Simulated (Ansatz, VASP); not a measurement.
**NaF: VASP beside Ansatz**

INCAR

```
SYSTEM = NaF
PREC = Accurate ; ENCUT = 600
EDIFF = 1E-6 ; ISMEAR = 0
SIGMA = 0.1 ; LREAL = .FALSE.
LASPH = .TRUE. ; NELM = 120
ALGO = Normal ; ISIF = 2
LWAVE = .FALSE. ; LCHARG = .TRUE.
GGA = PS ; LELF = .TRUE.
LVHAR = .TRUE. ; NBANDS = 14
GGA_COMPAT = .FALSE.
```

File KPOINTS:

```
Automatic mesh
0
G
  8 8 8
  0 0 0
```

Contents of POSCAR:

```
NaF
1.0
    0.0000000000      2.2858943317      2.2858943317
    2.2858943317      0.0000000000      2.2858943317
    2.2858943317      2.2858943317      0.0000000000
Na F
1 1
Direct
    0.0000000000      0.0000000000      0.0000000000
    0.5000000000      0.5000000000      0.5000000000
```

Input for Ansatz:

```yaml
crystal:
  lattice:
    - [0.0, 2.2858943317, 2.2858943317]
    - [2.2858943317, 0.0, 2.2858943317]
    - [2.2858943317, 2.2858943317, 0.0]
  atoms:
    - { symbol: Na, position: [0.0, 0.0, 0.0] }
    - { symbol: F, position: [0.5, 0.5, 0.5] }
basis:
  ecutwfc: 420
kpoints:
  mp_grid: { grid: [8, 8, 8] }
hamiltonian:
  xc: pbesol
scf:
  occupations: { method: gaussian, width: 0.1 }
output:
  forces: true
  stress: true
  eigenvalues: true
  dos: {}
```

Alike in both runs: task single point; functional PBEsol; k mesh 8 × 8 × 8; occupations gaussian, width 0.1 eV; no spin polarisation.

|  | VASP | Ansatz |
| --- | --- | --- |
| version | VASP 6.6.1 | Ansatz 0.2.0 |
| potentials or method | VASP PAW PBE potentials, release 64 (Na_pv, F), cutoff 600 eV | scalar-relativistic, plane waves, PAW |
| valence electrons in the cell | 14 | 16 |

```tsv
	VASP	Ansatz	Ansatz less VASP
gap on the k mesh at the Fermi level (eV)	6.38	6.40	+0.019
least direct gap on the mesh (eV)	6.38	6.40	+0.019
pressure (GPa)	1.9	2.0	+0.12
```

VASP's potentials were made for PBE, not for PBEsol. VASP's potentials hold 14 valence electrons a cell and Ansatz's 16, so a difference there can come from the potentials and not from the codes.
